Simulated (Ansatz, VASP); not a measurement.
# FePt: VASP beside Ansatz

```
CELL_PARAMETERS angstrom
3.00079 0.00000 0.00000
0.00000 3.00079 0.00000
0.00000 0.00000 3.00079
ATOMIC_POSITIONS crystal
Fe 0.50000 0.50000 0.50000
Pt 0.00000 0.00000 0.00000
```

Alike in both runs: task single point; functional r2SCAN; k mesh 6 × 6 × 6; occupations gaussian, width 0.1 eV; collinear spin.

```csv
,VASP,Ansatz
version,VASP 6.6.1,Ansatz 0.2.0
potentials or method,"VASP PAW PBE potentials, release 64 (Fe, Pt), cutoff 520 eV","scalar-relativistic, plane waves, PAW"
valence electrons in the cell,18,34
```

|  | VASP | Ansatz | Ansatz less VASP |
| --- | --- | --- | --- |
| gap on the k mesh at the Fermi level (eV) | none | none | - |
| pressure (GPa) | 12.0 | 12.0 | +0.01 |
| net moment per atom (μB) | 1.83 | 1.84 | +0.016 |
| size of the moment on the site where the two differ most (μB) | 0.34 | 0.42 | +0.078 |

VASP's potentials were made for PBE, not for r2SCAN. Site moments also hang on the region over which each program counts them. A gap of «none» marks a metal or a gap that the smearing closes. With one functional, cell and mesh, what is left measures potentials, basis and numerics. VASP's potentials hold 18 valence electrons a cell and Ansatz's 34, so a difference there can come from the potentials and not from the codes. Ansatz's warnings: stability check not made.

Spin-orbit coupling is off throughout.
